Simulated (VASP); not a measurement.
A run of VASP 6.6.1 is set up as follows.

File INCAR:

```
SYSTEM = BW3
PREC     = Accurate       ! precision mode
ENCUT    = 520            ! plane-wave cutoff, eV
EDIFF    = 1E-6           ! SCF threshold, eV
ISMEAR   = 0              ! smearing method
SIGMA    = 0.1            ! smearing width, eV
LREAL    = .FALSE.        ! projectors in reciprocal space
LASPH    = .TRUE.         ! aspherical terms in the spheres
NELM     = 80             ! most SCF steps
ALGO     = Fast           ! electronic algorithm
ISIF     = 2              ! what is computed and relaxed
LWAVE    = .FALSE.        ! write WAVECAR
LCHARG   = .TRUE.         ! write CHGCAR
GGA      = PE             ! functional
LELF     = .TRUE.         ! ELF
LVHAR    = .TRUE.       
NBANDS   = 55             ! bands
```

Contents of KPOINTS:

```
Automatic mesh
0
G
  8 8 8
  0 0 0
```

The input POSCAR:

```
BW3
1.0
    4.8087979862      0.0000000000      0.0000000000
    0.0000000000      4.8087979862      0.0000000000
    0.0000000000      0.0000000000      4.8087979862
B W
2 6
Direct
    0.0000000000      0.0000000000      0.0000000000
    0.5000000000      0.5000000000      0.5000000000
    0.2500000000      0.0000000000      0.5000000000
    0.5000000000      0.7500000000      0.0000000000
    0.7500000000      0.0000000000      0.5000000000
    0.5000000000      0.2500000000      0.0000000000
    0.0000000000      0.5000000000      0.7500000000
    0.0000000000      0.5000000000      0.2500000000
```

Potentials or basis: VASP PAW PBE potentials, release 64 (B, W_sv).

The run is started by

```bash
$ cat potpaw_PBE.64/B/POTCAR potpaw_PBE.64/W_sv/POTCAR > POTCAR
$ mpirun -np 1 vasp_std > vasp.out
```

Problem. Estimate the band gap on the k mesh.

Solution. Zero (band 45 reaches 12.25 eV, above the bottom of band 46 at 9.72 eV).

Problem. What does it give for the pressure?

Solution. 1.1 GPa.

Caveat: spin-orbit coupling is left out, which moves the levels of the heavy elements.
